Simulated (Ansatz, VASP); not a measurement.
**Two plane-wave programs on PtWSe4**

```
CELL_PARAMETERS angstrom
4.38427 0.00000 0.00000
0.00000 4.38427 0.00000
0.00000 0.00000 6.23902
ATOMIC_POSITIONS crystal
Pt 0.50000 0.50000 0.00000
W 0.00000 0.00000 0.50000
Se 0.50000 0.00000 0.25962
Se 0.50000 0.00000 0.74038
Se 0.00000 0.50000 0.74038
Se 0.00000 0.50000 0.25962
```

Change from the starting cell: species swapped into the CaSnF4 type (P4/mmm, No. 123).

Alike in both runs: functional PBE; k mesh 4 × 4 × 4; occupations gaussian, width 0.1 eV; no spin polarisation.

Ansatz relaxed the structure, and its values are those at the end. VASP's run is a single point on that final structure, the one shown.

```csv
,VASP,Ansatz
version,VASP 6.6.1,Ansatz 0.2.0
potentials or method,"VASP PAW PBE potentials, release 64 (Pt, W_sv, Se), cutoff 520 eV","scalar-relativistic, plane waves, PAW"
valence electrons in the cell,48,96
```

Ansatz gave:

- gap on the k mesh at the Fermi level (eV): none
- pressure (GPa): -0.1
- rms of the force components (eV/Å): 0.003

Which values does VASP return?

gap on the k mesh at the Fermi level (eV): none; pressure (GPa): 0.0; rms of the force components (eV/Å): 0.010.

A gap of «none» marks a metal or a gap that the smearing closes. VASP's potentials hold 48 valence electrons a cell and Ansatz's 96, so a difference there can come from the potentials and not from the codes.

Neither program's run includes spin-orbit coupling.
